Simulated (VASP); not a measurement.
Write the native input for VASP 6.6.1 that does the following.

| Quantity | Value |
| --- | --- |
| Task | single point |
| Functional | r2SCAN |
| Potentials or basis | VASP PAW PBE potentials, release 64 (Pb_d, S) |
| Cutoff | 550 eV |
| k mesh | 8 × 8 × 8 |
| Occupations | gaussian, width 0.05 eV |
| Spin | no spin polarisation |
| Dipole correction | no |
| Further INCAR settings | ALGO = Normal; EDIFF = 1e-06; NBANDS = 17 |

Crystal: PbS.

```
CELL_PARAMETERS angstrom
0.00000 2.96500 2.96500
2.96500 0.00000 2.96500
2.96500 2.96500 0.00000
ATOMIC_POSITIONS crystal
Pb 0.00000 0.00000 0.00000
S 0.50730 0.50730 0.50730
```

This cell differs from its parent crystal: all S atoms moved +0.075 Å, as atom 2 along Cartesian [1 1 1].

These files were run (other wordings do the same):

POSCAR

```
PbS
1.0
    0.0000000000      2.9650000000      2.9650000000
    2.9650000000      0.0000000000      2.9650000000
    2.9650000000      2.9650000000      0.0000000000
Pb S
1 1
Direct
    0.0000000000      0.0000000000      0.0000000000
    0.5073020692      0.5073020692      0.5073020692
```

INCAR.step1

```
PREC     = Accurate       # precision mode
ENCUT    = 550            # plane-wave cutoff, eV
ISMEAR   = 0              # smearing method
SIGMA    = 0.05           # smearing width, eV
LREAL    = F              # projectors in reciprocal space
LASPH    = T              # aspherical terms in the spheres
NELM     = 120            # most SCF steps
NBANDS   = 17             # bands
GGA      = PE             # functional
ALGO     = Normal         # electronic algorithm
EDIFF    = 1E-5           # SCF threshold, eV
LWAVE    = T              # write WAVECAR
LCHARG   = F              # write CHGCAR
GGA_COMPAT= F
```

INCAR.step2

```
PREC     = Accurate       # precision mode
ENCUT    = 550            # plane-wave cutoff, eV
EDIFF    = 1E-6           # SCF threshold, eV
ISMEAR   = 0              # smearing method
SIGMA    = 0.05           # smearing width, eV
LREAL    = F              # projectors in reciprocal space
LASPH    = T              # aspherical terms in the spheres
NELM     = 120            # most SCF steps
ALGO     = Normal         # electronic algorithm
ISIF     = 2              # what is computed and relaxed
LWAVE    = F              # write WAVECAR
LCHARG   = F              # write CHGCAR
METAGGA  = R2SCAN         # meta-GGA
LMIXTAU  = T            
NBANDS   = 17             # bands
ISTART   = 1            
GGA_COMPAT= F
```

KPOINTS

```
regular mesh
0
Gamma
  8 8 8
```

Potentials or basis: VASP PAW PBE potentials, release 64 (Pb_d, S).

Run with:

```sh
$ cat potpaw_PBE.64/Pb_d/POTCAR potpaw_PBE.64/S/POTCAR > POTCAR
$ cp INCAR.step1 INCAR
$ mpirun -np 1 vasp_std > vasp.out
$ cp INCAR.step2 INCAR
$ mpirun -np 1 vasp_std > vasp.out
```

It gave:

```
Pressure               : 1.4 GPa
Largest force          : 0.036 eV/Å
Band gap on the k mesh : 0.64 eV, direct
```

Caveat: the cell differs from its parent crystal (all S atoms moved +0.075 Å, as atom 2 along Cartesian [1 1 1]); the PAW data sets were made with another functional, which shifts forces and pressure a little; spin-orbit coupling is left out, which moves the levels of the heavy elements.

Run time: 60 s on 1 thread of Intel(R) Xeon(R) 6975P-C (Granite Rapids), on a shared host, peak memory 0.22 GiB.
